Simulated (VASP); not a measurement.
# Al: single point with PBE

The system is Al, a slab with vacuum.

```
Al
1.0
     3.23605    0.00000    0.00000
     0.00000    3.23605    0.00000
     0.00000    0.00000   19.23610
Al
3
Direct
  0.00000 0.00000 0.41589
  0.50000 0.50000 0.50000
  0.00000 0.00000 0.58411
```

- Program: VASP 6.6.1
- Task: single point
- Functional: PBE
- Potentials or basis: VASP PAW PBE potentials, release 64 (Al)
- Cutoff: 520 eV
- k mesh: 11 × 11 × 1
- Occupations: fermi-dirac, width 0.1 eV
- Spin: no spin polarisation
- Dipole correction: yes
- Further INCAR settings: ALGO = Normal; EDIFF = 1e-06; NBANDS = 12

```json
{"Largest force": "0.044 eV/Å", "Band gap on the k mesh": "zero (an odd number of electrons rules out a gap without spin polarisation)"}
```

Forces in eV/Å, atoms in the order of the input:
```
Al   0.000  0.000  0.044
Al   0.000  0.000  0.000
Al   0.000  0.000 -0.044
```

Levels at points of the mesh, in eV from the Fermi level:
```tsv
k point	band 2	band 3	band 4	band 5	band 6	band 7
(0.00, 0.00, 0.00)	-6.58	-2.79	0.28	2.97	2.97	3.35
```

Run time: 61 s on 1 thread of Intel Xeon 8259CL, with other jobs on the host, peak memory 0.27 GiB.
